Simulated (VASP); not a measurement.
Wanted: the native input for a VASP 6.6.1 run.

```yaml
Task: single point
Functional: PBE
Potentials_or_basis: VASP PAW PBE potentials, release 64 (Ti_sv, O)
Cutoff: 600 eV
k_mesh: 8 × 8 × 8
Occupations: fermi-dirac, width 0.02 eV
Spin: no spin polarisation
Dipole_correction: no
Further_INCAR_settings: ALGO = Normal; EDIFF = 1e-06; NBANDS = 60
```

The structure of TiO2 lies in POSCAR:

```
TiO2
1.0
   -4.3485936917      4.3485936917      1.8812270792
    4.3485936917     -4.3485936917      1.8812270792
    4.3485936917      4.3485936917     -1.8812270792
Ti O
4 8
Direct
    0.2911546990      0.0014884695      0.2926431685
    0.0014884695      0.7088453010      0.7103337705
    0.9985115305      0.2911546990      0.2896662295
    0.7088453010      0.9985115305      0.7073568315
    0.4994074301      0.1512441269      0.6506515570
    0.1605493403      0.8403038423      0.0008531826
    0.1512441269      0.5005925699      0.6518366967
    0.1596961577      0.1605493403      0.3202454980
    0.8403038423      0.8394506597      0.6797545020
    0.8487558731      0.4994074301      0.3481633033
    0.8394506597      0.1596961577      0.9991468174
    0.5005925699      0.8487558731      0.3493484430
```

One way to write it, as run:

INCAR

```
SYSTEM = TiO2
PREC = Accurate
ENCUT = 600
EDIFF = 1E-6
ISMEAR = -1
SIGMA = 0.02
LREAL = .False.
LASPH = .True.
NELM = 120
ALGO = Normal
ISIF = 2
LWAVE = .False.
LCHARG = .False.
GGA = PE
NBANDS = 60
GGA_COMPAT = .False.
```

KPOINTS

```
Automatic mesh
0
Gamma
  8 8 8
  0 0 0
```

Potentials or basis: VASP PAW PBE potentials, release 64 (Ti_sv, O).

The run is started by

```bash
$ cat potpaw_PBE.64/Ti_sv/POTCAR potpaw_PBE.64/O/POTCAR > POTCAR
$ mpirun -np 1 vasp_std > vasp.out
```

It gave:

```yaml
Pressure: 4.9 GPa
Largest_force: 0.186 eV/Å
Band_gap_on_the_k_mesh: 1.70 eV (least direct gap 2.38 eV)
```

Caveat: the cell stands under pressure.

Run time: 14 min on 1 thread of Intel(R) Xeon(R) Platinum 8559C (Emerald Rapids) (shared host), peak memory 0.78 GiB.
